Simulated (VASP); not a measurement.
# Al (Fd-3m) in VASP: a series of runs

The runs below take Al through relaxation of cell and atoms, single point, with BLYP.

Program: VASP 6.6.1. These are calculated values, not measurements. Logs are shortened: lines on timing, memory, paths and dates and some standing lists are left out, and cuts for length are marked.

**1. The cell of the first run**

It takes space group Fd-3m (No. 227, cubic). Conventional cell: a = 5.639 Å, b = 5.639 Å, c = 5.639 Å, α = 90.00°, β = 90.00°, γ = 90.00°. Al (site symmetry -43m) has 4 Al at 2.44 Å within 3.2 Å.

**2. Relaxation of cell and atoms, BLYP**

Input file INCAR:

```
SYSTEM = Al
PREC     = Accurate       ! precision mode
ENCUT    = 600            ! plane-wave cutoff, eV
EDIFF    = 1E-6           ! SCF threshold, eV
ISMEAR   = -1             ! smearing method
SIGMA    = 0.1            ! smearing width, eV
LREAL    = .FALSE.        ! projectors in reciprocal space
LASPH    = .TRUE.         ! aspherical terms in the spheres
NELM     = 60             ! most SCF steps
ALGO     = Normal         ! electronic algorithm
ISIF     = 3              ! what is computed and relaxed
LWAVE    = .FALSE.        ! write WAVECAR
LCHARG   = .FALSE.        ! write CHGCAR
GGA      = B5             ! functional
ALDAX    = 1.0          
AGGAX    = 1.0          
AGGAC    = 1.0          
ALDAC    = 0.0          
IBRION   = 2              ! ionic algorithm
NSW      = 80             ! ionic steps
EDIFFG   = -0.01          ! ionic threshold
```

Input file KPOINTS:

```
regular mesh
0
G
  10 10 10
  0 0 0
```

Input file POSCAR:

```
Al
1.0
    0.0000000000      2.8194727963      2.8194727963
    2.8194727963      0.0000000000      2.8194727963
    2.8194727963      2.8194727963      0.0000000000
Al
2
Direct
    0.1250000000      0.1250000000      0.1250000000
    0.8750000000      0.8750000000      0.8750000000
```

Potentials or basis: VASP PAW PBE potentials, release 64 (Al).

Started as:

```console
> cat potpaw_PBE.64/Al/POTCAR > POTCAR
> mpirun -np 1 vasp_std > vasp.out
```

OUTCAR:

```text
SYSTEM = Al
   PREC = Accurate
   ENCUT = 600
   EDIFF = 1E-6
   ISMEAR = -1
   LREAL = .FALSE.
   LASPH = .TRUE.
   NELM = 60
   ISIF = 3
   GGA = B5
   IBRION = 2
   NSW = 80
   EDIFFG = -0.01

 ion  position               nearest neighbor table
   1  0.125  0.125  0.125-   2 2.44   2 2.44   2 2.44   2 2.44
   2  0.875  0.875  0.875-   1 2.44   1 2.44   1 2.44   1 2.44

  LATTYP: Found a face centered cubic cell.
 ALAT       =     5.6389455926

  Lattice vectors:

 A1 = (   0.0000000000,   2.8194727963,   2.8194727963)
 A2 = (   2.8194727963,   0.0000000000,   2.8194727963)
 A3 = (   2.8194727963,   2.8194727963,   0.0000000000)

Analysis of symmetry for initial positions (statically):
=====================================================================
 Subroutine PRICEL returns:
 Original cell was already a primitive cell.

 Routine SETGRP: Setting up the symmetry group for a
 face centered cubic supercell.

 Subroutine GETGRP returns: Found 48 space group operations
 (whereof 12 operations were pure point group operations)
 out of a pool of 48 trial point group operations.

The static configuration has the point symmetry D_3d.
 The point group associated with its full space group is O_h .

Analysis of symmetry for dynamics (positions and initial velocities):
=====================================================================
 Subroutine PRICEL returns:
 Original cell was already a primitive cell.

 Routine SETGRP: Setting up the symmetry group for a
 face centered cubic supercell.

 Subroutine GETGRP returns: Found 48 space group operations
 (whereof 12 operations were pure point group operations)
 out of a pool of 48 trial point group operations.

The dynamic configuration has the point symmetry D_3d.
 The point group associated with its full space group is O_h .

 Subroutine INISYM returns: Found 48 space group operations
 (whereof 12 operations are pure point group operations),
 and found     1 'primitive' translations

----------------------------------------------------------------------------------------

                                     Primitive cell

  volume of cell :      44.8264

  direct lattice vectors                    reciprocal lattice vectors
     0.000000000  2.819472796  2.819472796    -0.177338118  0.177338118  0.177338118
     2.819472796  0.000000000  2.819472796     0.177338118 -0.177338118  0.177338118
     2.819472796  2.819472796  0.000000000     0.177338118  0.177338118 -0.177338118

  length of vectors
     3.987336667  3.987336667  3.987336667     0.307158631  0.307158631  0.307158631

  position of ions in fractional coordinates (direct lattice)
     0.125000000  0.125000000  0.125000000
     0.875000000  0.875000000  0.875000000

  ion indices of the primitive-cell ions
   primitive index   ion index
                 1           1
                 2           2

----------------------------------------------------------------------------------------

 KPOINTS: regular mesh

Automatic generation of k-mesh.
 Grid dimensions read from file:
 generate k-points for:   10   10   10

 Generating k-lattice:

  Cartesian coordinates                     Fractional coordinates (reciprocal lattice)
    -0.017733812  0.017733812  0.017733812     0.100000000  0.000000000  0.000000000
     0.017733812 -0.017733812  0.017733812     0.000000000  0.100000000  0.000000000
     0.017733812  0.017733812 -0.017733812     0.000000000  0.000000000  0.100000000

  Length of vectors
     0.030715863  0.030715863  0.030715863

  Shift w.r.t. Gamma in fractional coordinates (k-lattice)
     0.000000000  0.000000000  0.000000000

 Subroutine IBZKPT returns following result:
 ===========================================

 Found     47 irreducible k-points:

 Following reciprocal coordinates:
            Coordinates               Weight
  0.000000  0.000000  0.000000      1.000000
  0.100000  0.000000  0.000000      8.000000
  0.200000  0.000000  0.000000      8.000000
  0.300000  0.000000  0.000000      8.000000
  0.400000  0.000000  0.000000      8.000000
  0.500000  0.000000  0.000000      4.000000
[... 16 lines left out ...]
  0.300000  0.300000  0.000000      6.000000
  0.400000  0.300000  0.000000     24.000000
 [... further k-points ...]
   k-points           NKPTS =     47   k-points in BZ     NKDIM =     47   number of bands    NBANDS=      7
   number of dos      NEDOS =    301   number of ions     NIONS =      2
   total plane-waves  NPLWV =  32768
   dimension x,y,z NGX =    32 NGY =   32 NGZ =   32
   dimension x,y,z NGXF=    64 NGYF=   64 NGZF=   64
   ions per type =               2
   NGX,Y,Z   is equivalent  to a cutoff of  13.34, 13.34, 13.34 a.u.
   NGXF,Y,Z  is equivalent  to a cutoff of  26.68, 26.68, 26.68 a.u.
 SYSTEM =  Al
   PREC   = accura    normal or accurate (medium, high low for compatibility)
   ISTART =      0    job   : 0-new  1-cont  2-samecut
   ICHARG =      2    charge: 1-file 2-atom 10-const
   ISPIN  =      1    spin polarized calculation?
   LNONCOLLINEAR =      F non collinear calculations
   LSORBIT =      F    spin-orbit coupling
   LASPH  =      T    aspherical Exc in radial PAW
   ENCUT  =  600.0 eV  44.10 Ry    6.64 a.u.   7.96  7.96  7.96*2*pi/ulx,y,z
   NELM   =     60;   NELMIN=  2; NELMDL= -5     # of ELM steps
   EDIFF  = 0.1E-05   stopping-criterion for ELM
   LREAL  =      F    real-space projection
   EDIFFG = -.1E-01   stopping-criterion for IOM
   NSW    =     80    number of steps for IOM
   IBRION =      2    ionic relax: 0-MD 1-quasi-New 2-CG
   NFREE  =      1    steps in history (QN), initial steepest desc. (CG)
   ISIF   =      3    stress and relaxation
   ISYM   =      2    0-nonsym 1-usesym 2-fastsym
   POTIM  = 0.5000    time-step for ionic-motion
   TEBEG  =    0.0;   TEEND  =   0.0 temperature during run
   PSTRESS=    0.0 pullay stress
   NELECT =       6.0000    total number of electrons
   NUPDOWN=      -1.0000    fix difference up-down
   EMIN   =  10.00;   EMAX   =-10.00  energy-range for DOS
   EFERMI =   0.00;   METHOD = LEGACY
   ISMEAR =    -1;   SIGMA  =   0.10  broadening in eV -4-tet -1-fermi 0-gaus
   EFERMI_NEDOS =   21; number of points for ismear=-14 and -15
   IALGO  =     38    algorithm
   IMIX   =      4    mixing-type and parameters
     AMIX     =   0.40;   BMIX     =  1.00
     AMIX_MAG =   1.60;   BMIX_MAG =  1.00
  volume/ion in A,a.u.               =      22.41       151.25
  Fermi-wavevector in a.u.,A,eV,Ry     =   0.837428  1.582509  9.541565  0.701285
  Thomas-Fermi vector in A             =   1.951316
   LORBIT       =      0    0 simple, 1 ext, 2 COOP (PROOUT), +10 PAW based schemes
   GGA     = B5    functional components
   LHFCALC =     F    Hartree Fock is set to
   AEXX    =    0.0000 exact exchange contribution
   IVDW    =     0    specifies the selected vdW correction
   LEPSILON=     F    determine dielectric tensor
   LRPA    =     F    only Hartree local field effects (RPA)
 conjugate gradient relaxation of ions
 non-spin polarized calculation
  energy-cutoff  :      600.00
  volume of cell :       44.83
 maximum number of plane-waves:      1524
   NGX = 15   NGY = 15   NGZ = 15

--------------------------------------- Ionic step        1  -------------------------------------------

 number of electron       6.0000000 magnetization

 Free energy of the ion-electron system (eV)
  ---------------------------------------------------
  ext. energy  EPLUGINS =         0.00000000
  ---------------------------------------------------
  free energy    TOTEN  =        -4.33790392 eV

  energy without entropy =       -4.29788687  energy(sigma->0) =       -4.31789540

 E-fermi :   4.7093     XC(G=0):  -8.2008

 val. band max:        4.6650490194   @ k =   0.5000   0.3000   0.0000
 cond. band min:       4.7963174569   @ k =  -0.3000   0.3000   0.1000
 fundamental gap:      0.1312684375
 Fermi energy:         4.7092845268

 k-point     1 :       0.0000    0.0000    0.0000
  band No.  band energies     occupation
      1      -4.0673      2.00000
      2       7.1432      0.00000
      3       7.1432      0.00000
      4       7.1432      0.00000
      5       9.1205      0.00000
      6       9.1205      0.00000
      7       9.1205      0.00000

 k-point     2 :       0.1000    0.0000    0.0000
  band No.  band energies     occupation
      1      -3.9384      2.00000
      2       6.0858      0.00000
      3       6.9294      0.00000
      4       6.9294      0.00000
      5       9.3820      0.00000
      6       9.4330      0.00000
      7       9.4330      0.00000
[... 278 lines left out ...]
 POSITION                                       TOTAL-FORCE (eV/Angst)
 -----------------------------------------------------------------------------------
      0.77324      0.77324      0.77324         0.000000      0.000000      0.000000
      5.41271      5.41271      5.41271        -0.000000     -0.000000     -0.000000
 -----------------------------------------------------------------------------------
    total drift:                                0.000000      0.000000     -0.000000

  FREE ENERGIE OF THE ION-ELECTRON SYSTEM (eV)
  ---------------------------------------------------
  free  energy   TOTEN  =        -4.8234622457 eV

  energy  without entropy=       -4.7683938531  energy(sigma->0) =       -4.79592805

--------------------------------------- Ionic step        3  -------------------------------------------

 number of electron       6.0000000 magnetization

 Free energy of the ion-electron system (eV)
  ---------------------------------------------------
  ext. energy  EPLUGINS =         0.00000000
  ---------------------------------------------------
  free energy    TOTEN  =        -4.82417310 eV

  energy without entropy =       -4.76972070  energy(sigma->0) =       -4.79694690

 E-fermi :   2.9019     XC(G=0):  -7.3095

 val. band max:        2.8724581850   @ k =   0.5000   0.3000   0.0000
 cond. band min:       3.0202215204   @ k =  -0.3000   0.3000   0.1000
 fundamental gap:      0.1477633355
 Fermi energy:         2.9018608543

 k-point     1 :       0.0000    0.0000    0.0000
  band No.  band energies     occupation
      1      -4.7286      2.00000
      2       4.8271      0.00000
      3       4.8271      0.00000
      4       4.8271      0.00000
      5       6.7782      0.00000
      6       6.7782      0.00000
      7       6.7782      0.00000

 k-point     2 :       0.1000    0.0000    0.0000
  band No.  band energies     occupation
      1      -4.6252      2.00000
      2       3.8815      0.00011
      3       4.6653      0.00000
      4       4.6653      0.00000
      5       6.7538      0.00000
      6       7.0157      0.00000
      7       7.0157      0.00000
[... 242 lines left out ...]
 POSITION                                       TOTAL-FORCE (eV/Angst)
 -----------------------------------------------------------------------------------
      0.76985      0.76985      0.76985         0.000000     -0.000000     -0.000000
      5.38894      5.38894      5.38894        -0.000000      0.000000      0.000000
 -----------------------------------------------------------------------------------
    total drift:                                0.000000      0.000000      0.000000

  FREE ENERGIE OF THE ION-ELECTRON SYSTEM (eV)
  ---------------------------------------------------
  free  energy   TOTEN  =        -4.8241731030 eV

  energy  without entropy=       -4.7697206964  energy(sigma->0) =       -4.79694690

 reached required accuracy - stopping structural energy minimisation
```

Wall time 45 s (1 thread of Intel Xeon Platinum 8259CL at 2.50GHz (Skylake/Cascade Lake), shared host); peak memory 0.17 GiB.

What came out:

```yaml
Free_energy: -4.8242 eV
Relaxed_volume: 29.20 Å³/atom
Relaxed_cell: a = 4.355 Å, b = 4.355 Å, c = 4.355 Å, α = 60.00°, β = 60.00°, γ = 60.00°
Space_group_after_relaxing_to_0.05_Å: Fd-3m (No. 227)
Energy_gained_by_relaxing: 243.1 meV/atom
Ionic_steps: 3
Pressure_after_relaxing: 0.1 GPa
Band_gap_on_the_k_mesh: zero (band 3 reaches 4.83 eV, above the bottom of band 4 at 1.77 eV)
```

The path:
```tsv
step	energy change (eV)	largest force (eV/Å)	pressure (GPa)	volume (Å³)
1	0.0000	0.0000	14.37	44.83
2	-0.4856	0.0000	-0.34	59.18
3	-0.4863	0.0000	0.05	58.40
```

Final structure:
```
CELL_PARAMETERS angstrom
0.00000 3.07939 3.07939
3.07939 0.00000 3.07939
3.07939 3.07939 0.00000
ATOMIC_POSITIONS crystal
Al 0.12500 0.12500 0.12500
Al 0.87500 0.87500 0.87500
```

Caveat: the volume moved by over 15 % at a fixed basis, so the end points are rough; the PAW data sets were made with another functional, which shifts forces and pressure a little.

**3. Single point, BLYP**

This run uses another cell than the first one, of 29.19 Å³/atom, 1.303 times its volume.

Input file INCAR:

```
PREC     = Accurate       # precision mode
ENCUT    = 520            # plane-wave cutoff, eV
EDIFF    = 1E-7           # SCF threshold, eV
ISMEAR   = -1             # smearing method
SIGMA    = 0.1            # smearing width, eV
LREAL    = False          # projectors in reciprocal space
LASPH    = True           # aspherical terms in the spheres
NELM     = 80             # most SCF steps
ALGO     = Normal         # electronic algorithm
ISIF     = 2              # what is computed and relaxed
LWAVE    = False          # write WAVECAR
LCHARG   = False          # write CHGCAR
GGA      = B5             # functional
ALDAX    = 1.0          
AGGAX    = 1.0          
AGGAC    = 1.0          
ALDAC    = 0.0          
NBANDS   = 10             # bands
```

Input file KPOINTS:

```
regular mesh
0
Gamma
  15 15 15
```

Input file POSCAR:

```
Al
1.0
    0.0000000000      3.0791385534      3.0791385534
    3.0791385534      0.0000000000      3.0791385534
    3.0791385534      3.0791385534      0.0000000000
Al
2
Direct
    0.1250000000      0.1250000000      0.1250000000
    0.8750000000      0.8750000000      0.8750000000
```

Potentials or basis: VASP PAW PBE potentials, release 64 (Al).

Started as:

```console
> cat potpaw_PBE.64/Al/POTCAR > POTCAR
> mpirun -np 1 vasp_std > vasp.out
```

Run time: 38 s. Hardware: 1 thread of Intel Xeon Platinum 8259CL at 2.50GHz (Skylake/Cascade Lake), shared host; peak memory 0.2 GiB.

The run converged. Its results:

| Item | Value |
| --- | --- |
| Free energy | -4.8223 eV |
| Pressure | 0.1 GPa |
| Band gap on the k mesh | zero (band 3 reaches 4.83 eV, above the bottom of band 4 at 1.93 eV) |

Levels at points of the mesh, in eV from the Fermi level:
```tsv
k point	band 1	band 2	band 3	band 4	band 5	band 6	band 7
(0.00, 0.00, 0.00)	-7.63	1.93	1.93	1.93	3.88	3.88	3.88
```

Caveat: the PAW data sets were made with another functional, which shifts forces and pressure a little.
